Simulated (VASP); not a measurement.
BaHfO3:

```xyz
5
Lattice="4.1698 0.0000 0.0000 0.0000 4.1698 0.0000 0.0000 0.0000 4.1698" Properties=species:S:1:pos:R:3 pbc="T T T"
Ba    2.0849    2.0849    2.0849
Hf    0.0000    0.0000    0.0000
O     0.0000    2.0849    0.0000
O     2.0849    0.0000    0.0000
O     0.0000    0.0000    2.0849
```

```yaml
Program: VASP 6.6.1
Task: relaxation of cell and atoms
Functional: LDA
Potentials_or_basis: VASP PAW LDA potentials, release 64 (Ba_sv, Hf_pv, O)
Cutoff: 600 eV
k_mesh: 8 × 8 × 8
Occupations: gaussian, width 0.02 eV
Spin: no spin polarisation
```

At the start: pressure -6.1 GPa; volume 14.50 Å³/atom.

Where does the relaxation end?

Over 3 steps the energy falls by 10.0 meV/atom and the volume is 14.00 Å³/atom (-3.5 %); space group Pm-3m (No. 221, to 0.1 Å) before and after.

Step by step:
| step | energy change (eV) | largest force (eV/Å) | pressure (GPa) | volume (Å³) |
| --- | --- | --- | --- | --- |
| 1 | 0.0000 | 0.0000 | -6.11 | 72.50 |
| 2 | 0.0378 | 0.0000 | 9.40 | 66.85 |
| 3 | -0.0499 | 0.0000 | 0.00 | 70.00 |

Final structure:
```
CELL_PARAMETERS angstrom
4.12120 0.00000 0.00000
0.00000 4.12120 0.00000
0.00000 0.00000 4.12120
ATOMIC_POSITIONS crystal
Ba 0.50000 0.50000 0.50000
Hf 0.00000 0.00000 0.00000
O 0.00000 0.50000 0.00000
O 0.50000 0.00000 0.00000
O 0.00000 0.00000 0.50000
```
